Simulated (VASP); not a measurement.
A run of VASP 6.6.1 is set up as follows.

The input INCAR:

```
PREC = Accurate
ENCUT = 500
EDIFF = 1E-7
ISMEAR = 0
SIGMA = 0.1
LREAL = False
LASPH = True
NELM = 120
ALGO = Normal
ISIF = 3
LWAVE = False
LCHARG = False
GGA = PS
IBRION = 2
NSW = 90
EDIFFG = -0.04
GGA_COMPAT = False
NELMIN = 4
```

File KPOINTS:

```
regular mesh
0
Gamma
  8 8 8
```

The input POSCAR:

```
Ru
1.0
    2.4209327485      0.0000000000      0.0000000000
    0.0000000000      2.4209327485      0.0000000000
    0.0000000000      0.0000000000      2.4209327485
Ru
1
Direct
    0.0000000000      0.0000000000      0.0000000000
```

Potentials or basis: VASP PAW PBE potentials, release 64 (Ru_pv).

Run with:

```bash
$ cat potpaw_PBE.64/Ru_pv/POTCAR > POTCAR
$ mpirun -np 1 vasp_std > vasp.out
```

(1) What does it give for the space group after relaxing (to 0.05 Å)?

(2) Estimate the relaxed cell.

(3) Predict the band gap on the k mesh.

(4) What does it give for the relaxed volume?

Results:

(1) Pm-3m (No. 221).

(2) a = 2.481 Å, b = 2.481 Å, c = 2.481 Å, α = 90.00°, β = 90.00°, γ = 90.00°.

(3) zero (band 7 reaches 14.87 eV, above the bottom of band 8 at 9.76 eV).

(4) 15.27 Å³/atom.

Caveat: the PAW data sets were made with another functional, which shifts forces and pressure a little.
